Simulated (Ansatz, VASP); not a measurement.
**Two plane-wave programs on KBr**

```
K Br
1.0
     0.00000    3.30244    3.30244
     3.30244    0.00000    3.30244
     3.30244    3.30244    0.00000
K Br
1 1
Cartesian
  0.0000 0.0000 0.0000
  3.3024 3.3024 3.3024
```

Alike in both runs: task single point; functional PBEsol; k mesh 4 × 4 × 4; occupations gaussian, width 0.05 eV; no spin polarisation.

|  | VASP | Ansatz |
| --- | --- | --- |
| version | VASP 6.6.1 | Ansatz 0.2.0 |
| potentials or method | VASP PAW PBE potentials, release 64 (K_sv, Br) | plane waves |
| plane-wave cutoff (eV) | 520 | 420 |
| valence electrons in the cell | 16 | 16 |

Ansatz gave:

| Property | Result |
| --- | --- |
| gap on the k mesh at the Fermi level (eV) | 4.28 |
| pressure (GPa) | -0.4 |

**Question.** What did VASP give for the same quantities?

**Answer.** gap on the k mesh at the Fermi level (eV): 4.27; pressure (GPa): -0.3.

VASP's potentials were made for PBE, not for PBEsol. With one functional, cell and mesh, what is left measures potentials, basis and numerics.
